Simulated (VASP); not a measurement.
The system is Sr3Y.

```xyz
4
Lattice="4.9550 0.0000 0.0000 0.0000 4.9550 0.0000 0.0000 0.0000 4.9550" Properties=species:S:1:pos:R:3 pbc="T T T"
Sr    0.0000    2.4775    2.4775
Sr    2.4775    0.0000    2.4775
Sr    2.4775    2.4775    0.0000
Y     0.0000    0.0000    0.0000
```

* Program: VASP 6.6.1
* Task: relaxation of cell and atoms
* Functional: PBE
* Potentials or basis: VASP PAW PBE potentials, release 64 (Sr_sv, Y_sv)
* Cutoff: 600 eV
* k mesh: 4 × 4 × 4
* Occupations: gaussian, width 0.1 eV
* Spin: no spin polarisation

At the start: pressure 13.2 GPa; volume 30.41 Å³/atom.

Q: Where does the relaxation end?

A: Over 4 steps the energy falls by 535.0 meV/atom and the volume is 47.68 Å³/atom (+56.8 %); space group Pm-3m (No. 221, to 0.05 Å).

Step by step:
```csv
step,energy change (eV),largest force (eV/Å),pressure (GPa),volume (Å³)
1,0.0000,0.0000,13.23,121.65
2,-2.0382,0.0000,1.91,171.44
3,-2.1134,0.0000,-0.78,200.49
4,-2.1401,0.0000,-0.07,190.74
```

Final structure:
```
Sr Y
1.0
     5.75632    0.00000    0.00000
     0.00000    5.75632    0.00000
     0.00000    0.00000    5.75632
Sr Y
3 1
Direct
  0.00000 0.50000 0.50000
  0.50000 0.00000 0.50000
  0.50000 0.50000 0.00000
  0.00000 0.00000 0.00000
```

Caveat: the volume moved by over 15 % at a fixed basis, so the end points are rough.
